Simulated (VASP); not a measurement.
# Cu12Cl in VASP: single point with PBE

Aim: the single point of Cu12Cl with PBE.

Program: VASP 6.6.1. These are calculated values, not measurements. Logs are shortened: lines on timing, memory, paths and dates and some standing lists are left out, and cuts for length are marked.

### Step 1. The cell of the first run

The cell holds a slab with vacuum, 13 atoms: a = 5.132 Å, b = 5.132 Å, c = 19.028 Å, α = 90.00°, β = 90.00°, γ = 90.00°.

### Step 2. Single point, PBE

Contents of INCAR:

```
PREC = Accurate
ENCUT = 520
EDIFF = 1E-7
ISMEAR = 0
SIGMA = 0.1
LREAL = False
LASPH = True
NELM = 60
ALGO = Normal
ISIF = 2
LWAVE = False
LCHARG = False
LDIPOL = True
IDIPOL = 3
DIPOL = 0.5 0.5 0.318
GGA = PE
NBANDS = 82
```

Contents of KPOINTS:

```
Automatic mesh
0
Gamma
  5 5 1
```

Contents of POSCAR:

```
Cu12Cl
1.0
    5.1319544654      0.0000000000      0.0000000000
    0.0000000000      5.1319544654      0.0000000000
    0.0000000000      0.0000000000     19.0279314150
Cu Cl
12 1
Direct
    0.2500000000      0.2500000000      0.2102172807
    0.2500000000      0.7500000000      0.2102172807
    0.7500000000      0.2500000000      0.2102172807
    0.7500000000      0.7500000000      0.2102172807
    0.0000000000      0.0000000000      0.3029241254
    0.0000000000      0.5000000000      0.3029241254
    0.5000000000      0.0000000000      0.3029241254
    0.5000000000      0.5000000000      0.3029241254
    0.2500000000      0.2500000000      0.3956253179
    0.2500000000      0.7500000000      0.3956253179
    0.7500000000      0.2500000000      0.3956253179
    0.7500000000      0.7500000000      0.3956253179
    0.2500000000      0.5000000000      0.4962163374
```

Potentials or basis: VASP PAW PBE potentials, release 64 (Cu, Cl).

On the command line:

```sh
> cat potpaw_PBE.64/Cu/POTCAR potpaw_PBE.64/Cl/POTCAR > POTCAR
> mpirun -np 1 vasp_std > vasp.out
```

OUTCAR:

```text
PREC = Accurate
   ENCUT = 520
   EDIFF = 1E-7
   ISMEAR = 0
   LREAL = False
   LASPH = True
   NELM = 60
   ISIF = 2
   GGA = PE

 ion  position               nearest neighbor table
   1  0.250  0.250  0.210-   5 2.53   6 2.53   7 2.53   8 2.53   2 2.57   3 2.57   2 2.57   3 2.57

   2  0.250  0.750  0.210-   5 2.53   6 2.53   7 2.53   8 2.53   1 2.57   4 2.57   1 2.57   4 2.57

   3  0.750  0.250  0.210-   5 2.53   6 2.53   7 2.53   8 2.53   1 2.57   4 2.57   4 2.57   1 2.57

   4  0.750  0.750  0.210-   5 2.53   6 2.53   7 2.53   8 2.53   2 2.57   3 2.57   3 2.57   2 2.57

   5  0.000  0.000  0.303-   9 2.53  10 2.53  11 2.53  12 2.53   1 2.53   2 2.53   3 2.53   4 2.53
                             6 2.57   7 2.57   6 2.57   7 2.57
   6  0.000  0.500  0.303-   9 2.53  10 2.53  11 2.53  12 2.53   1 2.53   2 2.53   3 2.53   4 2.53
                             5 2.57   8 2.57   5 2.57   8 2.57
   7  0.500  0.000  0.303-   9 2.53  10 2.53  11 2.53  12 2.53   1 2.53   2 2.53   3 2.53   4 2.53
                             5 2.57   8 2.57   8 2.57   5 2.57
   8  0.500  0.500  0.303-   9 2.53  10 2.53  11 2.53  12 2.53   1 2.53   2 2.53   3 2.53   4 2.53
                             6 2.57   7 2.57   7 2.57   6 2.57
   9  0.250  0.250  0.396-  13 2.30   6 2.53   7 2.53   8 2.53   5 2.53  11 2.57  10 2.57  10 2.57
                            11 2.57
  10  0.250  0.750  0.396-  13 2.30   6 2.53   7 2.53   8 2.53   5 2.53  12 2.57   9 2.57   9 2.57
                            12 2.57
  11  0.750  0.250  0.396-   5 2.53   6 2.53   7 2.53   8 2.53   9 2.57  12 2.57  12 2.57   9 2.57

  12  0.750  0.750  0.396-   5 2.53   6 2.53   7 2.53   8 2.53  10 2.57  11 2.57  11 2.57  10 2.57

  13  0.250  0.500  0.496-   9 2.30  10 2.30

  LATTYP: Found a simple tetragonal cell.
 ALAT       =     5.1319544654
 C/A-ratio  =     3.7077358233

  Lattice vectors:

 A1 = (   5.1319544654,   0.0000000000,   0.0000000000)
 A2 = (   0.0000000000,   5.1319544654,   0.0000000000)
 A3 = (   0.0000000000,   0.0000000000,  19.0279314150)

Analysis of symmetry for initial positions (statically):
=====================================================================
 Subroutine PRICEL returns:
 Original cell was already a primitive cell.

 Routine SETGRP: Setting up the symmetry group for a
 simple tetragonal supercell.

 Subroutine GETGRP returns: Found  4 space group operations
 (whereof  2 operations were pure point group operations)
 out of a pool of 16 trial point group operations.

The static configuration has the point symmetry C_1h.
 The point group associated with its full space group is C_2v.

Analysis of symmetry for dynamics (positions and initial velocities):
=====================================================================
 Subroutine PRICEL returns:
 Original cell was already a primitive cell.

 Routine SETGRP: Setting up the symmetry group for a
 simple tetragonal supercell.

 Subroutine GETGRP returns: Found  4 space group operations
 (whereof  2 operations were pure point group operations)
 out of a pool of 16 trial point group operations.

The dynamic configuration has the point symmetry C_1h.
 The point group associated with its full space group is C_2v.

 Subroutine INISYM returns: Found  4 space group operations
 (whereof  2 operations are pure point group operations),
 and found     1 'primitive' translations

----------------------------------------------------------------------------------------

                                     Primitive cell

  volume of cell :     501.1378

  direct lattice vectors                    reciprocal lattice vectors
     5.131954465  0.000000000  0.000000000     0.194857536  0.000000000  0.000000000
     0.000000000  5.131954465  0.000000000     0.000000000  0.194857536  0.000000000
     0.000000000  0.000000000 19.027931415     0.000000000  0.000000000  0.052554320

  length of vectors
     5.131954465  5.131954465 19.027931415     0.194857536  0.194857536  0.052554320

  position of ions in fractional coordinates (direct lattice)
     0.250000000  0.250000000  0.210217281
     0.250000000  0.750000000  0.210217281
     0.750000000  0.250000000  0.210217281
     0.750000000  0.750000000  0.210217281
     0.000000000  0.000000000  0.302924125
     0.000000000  0.500000000  0.302924125
     0.500000000  0.000000000  0.302924125
     0.500000000  0.500000000  0.302924125
     0.250000000  0.250000000  0.395625318
     0.250000000  0.750000000  0.395625318
     0.750000000  0.250000000  0.395625318
     0.750000000  0.750000000  0.395625318
     0.250000000  0.500000000  0.496216337

  ion indices of the primitive-cell ions
   primitive index   ion index
                 1           1
                 2           2
                 3           3
                 4           4
                 5           5
                 6           6
                 7           7
                 8           8
                 9           9
                10          10
                11          11
                12          12
                13          13

----------------------------------------------------------------------------------------

 KPOINTS: Automatic mesh

Automatic generation of k-mesh.
 Grid dimensions read from file:
 generate k-points for:    5    5    1

 Generating k-lattice:

  Cartesian coordinates                     Fractional coordinates (reciprocal lattice)
     0.038971507  0.000000000  0.000000000     0.200000000  0.000000000  0.000000000
     0.000000000  0.038971507  0.000000000     0.000000000  0.200000000  0.000000000
     0.000000000  0.000000000  0.052554320     0.000000000  0.000000000  1.000000000

  Length of vectors
     0.038971507  0.038971507  0.052554320

  Shift w.r.t. Gamma in fractional coordinates (k-lattice)
     0.000000000  0.000000000  0.000000000

 Subroutine IBZKPT returns following result:
 ===========================================

 Found      9 irreducible k-points:

 Following reciprocal coordinates:
            Coordinates               Weight
  0.000000  0.000000  0.000000      1.000000
  0.200000  0.000000  0.000000      2.000000
  0.000000  0.200000  0.000000      2.000000
  0.400000  0.000000  0.000000      2.000000
  0.000000  0.400000  0.000000      2.000000
  0.200000  0.200000  0.000000      4.000000
  0.400000  0.200000  0.000000      4.000000
 -0.200000  0.400000  0.000000      4.000000
  0.400000  0.400000  0.000000      4.000000
   k-points           NKPTS =      9   k-points in BZ     NKDIM =      9   number of bands    NBANDS=     82
   number of dos      NEDOS =    301   number of ions     NIONS =     13
   total plane-waves  NPLWV = 230400
   dimension x,y,z NGX =    40 NGY =   40 NGZ =  144
   dimension x,y,z NGXF=    80 NGYF=   80 NGZF=  288
   ions per type =              12   1
   NGX,Y,Z   is equivalent  to a cutoff of  12.96, 12.96, 12.58 a.u.
   NGXF,Y,Z  is equivalent  to a cutoff of  25.92, 25.92, 25.16 a.u.
 SYSTEM =  unknown system
   PREC   = accura    normal or accurate (medium, high low for compatibility)
   ISTART =      0    job   : 0-new  1-cont  2-samecut
   ICHARG =      2    charge: 1-file 2-atom 10-const
   ISPIN  =      1    spin polarized calculation?
   LNONCOLLINEAR =      F non collinear calculations
   LSORBIT =      F    spin-orbit coupling
   LASPH  =      T    aspherical Exc in radial PAW
   ENCUT  =  520.0 eV  38.22 Ry    6.18 a.u.   9.54  9.54 35.38*2*pi/ulx,y,z
   NELM   =     60;   NELMIN=  2; NELMDL= -5     # of ELM steps
   EDIFF  = 0.1E-06   stopping-criterion for ELM
   LREAL  =      F    real-space projection
   EDIFFG = 0.1E-05   stopping-criterion for IOM
   NSW    =      0    number of steps for IOM
   IBRION =     -1    ionic relax: 0-MD 1-quasi-New 2-CG
   NFREE  =      0    steps in history (QN), initial steepest desc. (CG)
   ISIF   =      2    stress and relaxation
   ISYM   =      2    0-nonsym 1-usesym 2-fastsym
   POTIM  = 0.5000    time-step for ionic-motion
   TEBEG  =    0.0;   TEEND  =   0.0 temperature during run
   PSTRESS=    0.0 pullay stress
   NELECT =     139.0000    total number of electrons
   NUPDOWN=      -1.0000    fix difference up-down
   EMIN   =  10.00;   EMAX   =-10.00  energy-range for DOS
   EFERMI =   0.00;   METHOD = LEGACY
   ISMEAR =     0;   SIGMA  =   0.10  broadening in eV -4-tet -1-fermi 0-gaus
   EFERMI_NEDOS =   21; number of points for ismear=-14 and -15
   IALGO  =     38    algorithm
   IMIX   =      4    mixing-type and parameters
     AMIX     =   0.40;   BMIX     =  1.00
     AMIX_MAG =   1.60;   BMIX_MAG =  1.00
  volume/ion in A,a.u.               =      38.55       260.14
  Fermi-wavevector in a.u.,A,eV,Ry     =   1.067646  2.017559 15.508852  1.139868
  Thomas-Fermi vector in A             =   2.203269
   LORBIT       =      0    0 simple, 1 ext, 2 COOP (PROOUT), +10 PAW based schemes
   GGA     = PE    functional components
   LHFCALC =     F    Hartree Fock is set to
   AEXX    =    0.0000 exact exchange contribution
   IVDW    =     0    specifies the selected vdW correction
   LEPSILON=     F    determine dielectric tensor
   LRPA    =     F    only Hartree local field effects (RPA)
 non-spin polarized calculation
 Gauss-broadening in eV      SIGMA  =   0.10
  energy-cutoff  :      520.00
  volume of cell :      501.14
 maximum number of plane-waves:     13595
 NGX is ok and might be reduce to    40
   NGX = 19   NGY = 19   NGZ = 71

 dipolmoment           0.000000      0.000000     -0.000014 electrons x Angstroem

 number of electron     138.9999787 magnetization

 dipolmoment           0.000000      0.000000      0.144813 electrons x Angstroem

 Free energy of the ion-electron system (eV)
  ---------------------------------------------------
  ext. energy  EPLUGINS =         0.00000000
  ---------------------------------------------------
  free energy    TOTEN  =       -43.54895993 eV

  energy without entropy =      -43.52022738  energy(sigma->0) =      -43.53459366

 E-fermi :  -1.0976     XC(G=0):  -4.9472

 val. band max:       -1.1472038329   @ k =   0.4000   0.4000   0.0000
 cond. band min:      -1.0733070746   @ k =   0.0000   0.0000   0.0000
 fundamental gap:      0.0738967582
 Fermi energy:        -1.0975722779

 k-point     1 :       0.0000    0.0000    0.0000
  band No.  band energies     occupation
      1     -16.2767      2.00000
      2      -9.3997      2.00000
      3      -6.9809      2.00000
      4      -5.9205      2.00000
      5      -5.8779      2.00000
      6      -5.8337      2.00000
[... 73 lines left out ...]
     80       3.5807      0.00000
     81       3.5990      0.00000

 k-point     2 :       0.2000    0.0000    0.0000
  band No.  band energies     occupation
      1     -16.2735      2.00000
      2      -9.1707      2.00000
      3      -6.8237      2.00000
      4      -6.4224      2.00000
      5      -5.8349      2.00000
      6      -5.7088      2.00000
[... 73 lines left out ...]
     80       3.6511      0.00000
     81       3.6605      0.00000
[... 502 lines left out ...]
     80       4.1404      0.00000
     81       4.3559      0.00000

 k-point     9 :       0.4000    0.4000    0.0000
  band No.  band energies     occupation
      1     -16.2594      2.00000
      2      -7.6685      2.00000
      3      -6.7837      2.00000
      4      -6.7670      2.00000
      5      -6.1154      2.00000
      6      -5.9304      2.00000
[... 73 lines left out ...]
     80       4.7945      0.00000
     81       4.8348      0.00000
 [bands above 81 left out]

------------------------ aborting loop because EDIFF is reached ----------------------------------------

 vacuum level on the upper side and lower side of the slab       (xc-potential included)         0.431        -0.528

  FORCE on cell =-STRESS in cart. coord.  units (eV):
  Direction    XX          YY          ZZ          XY          YZ          ZX
  --------------------------------------------------------------------------------------
  -------------------------------------------------------------------------------------
  Total       -3.3449649     -2.7597460      1.3762154      0.0000000      0.0000000      0.0000000
  in kB      -10.6941182     -8.8231271      4.3998698      0.0000000      0.0000000      0.0000000
  external PRESSURE =      -5.0391252 kB  Pullay stress =       0.0000000 kB

 VOLUME and BASIS-vectors are now :
 -----------------------------------------------------------------------------
  energy-cutoff  :      520.00
  volume of cell :      501.14
      direct lattice vectors                 reciprocal lattice vectors
     5.131954465  0.000000000  0.000000000     0.194857536  0.000000000  0.000000000
     0.000000000  5.131954465  0.000000000     0.000000000  0.194857536  0.000000000
     0.000000000  0.000000000 19.027931415     0.000000000  0.000000000  0.052554320

 POSITION                                       TOTAL-FORCE (eV/Angst)
 -----------------------------------------------------------------------------------
      1.28299      1.28299      4.00000        -0.000000      0.046865     -0.060848
      1.28299      3.84897      4.00000        -0.000000     -0.046865     -0.060848
      3.84897      1.28299      4.00000        -0.000000      0.027938     -0.088708
      3.84897      3.84897      4.00000        -0.000000     -0.027938     -0.088708
      0.00000      0.00000      5.76402         0.165748      0.000000      0.065037
      0.00000      2.56598      5.76402        -0.108151      0.000000     -0.183260
      2.56598      0.00000      5.76402        -0.165748      0.000000      0.065037
      2.56598      2.56598      5.76402         0.108151      0.000000     -0.183260
      1.28299      1.28299      7.52793        -0.000000     -0.224489      0.372798
      1.28299      3.84897      7.52793        -0.000000      0.224489      0.372798
      3.84897      1.28299      7.52793        -0.000000     -0.152176     -0.102106
      3.84897      3.84897      7.52793        -0.000000      0.152176     -0.102106
      1.28299      2.56598      9.44197        -0.000000      0.000000     -0.005825
 -----------------------------------------------------------------------------------
    total drift:                               -0.000000      0.000000      0.000924

  FREE ENERGIE OF THE ION-ELECTRON SYSTEM (eV)
  ---------------------------------------------------
  free  energy   TOTEN  =       -43.5489599345 eV

  energy  without entropy=      -43.5202273770  energy(sigma->0) =      -43.53459366

 vacuum level on the upper side and lower side of the slab         4.432         3.428
```

Run time: 26 min. Hardware: 1 thread of Intel Xeon Platinum 8259CL at 2.50GHz (Skylake/Cascade Lake), shared host; peak memory 0.65 GiB.

Results:

```
Free energy   : -43.5490 eV
Largest force : 0.435 eV/Å
```

Forces on the atoms (eV/Å):
```
Cu   0.000  0.047 -0.061
Cu   0.000 -0.047 -0.061
Cu   0.000  0.028 -0.089
Cu   0.000 -0.028 -0.089
Cu   0.166  0.000  0.065
Cu  -0.108  0.000 -0.183
Cu  -0.166  0.000  0.065
Cu   0.108  0.000 -0.183
Cu   0.000 -0.224  0.373
Cu   0.000  0.224  0.373
Cu   0.000 -0.152 -0.102
Cu   0.000  0.152 -0.102
Cl   0.000  0.000 -0.006
```

Caveat: an odd number of electrons without spin polarisation forces a metal; a magnetic or distorted state may lie lower. With open d or f shells a metallic result of PBE can be an artefact of self-interaction; +U or a hybrid may open a gap.
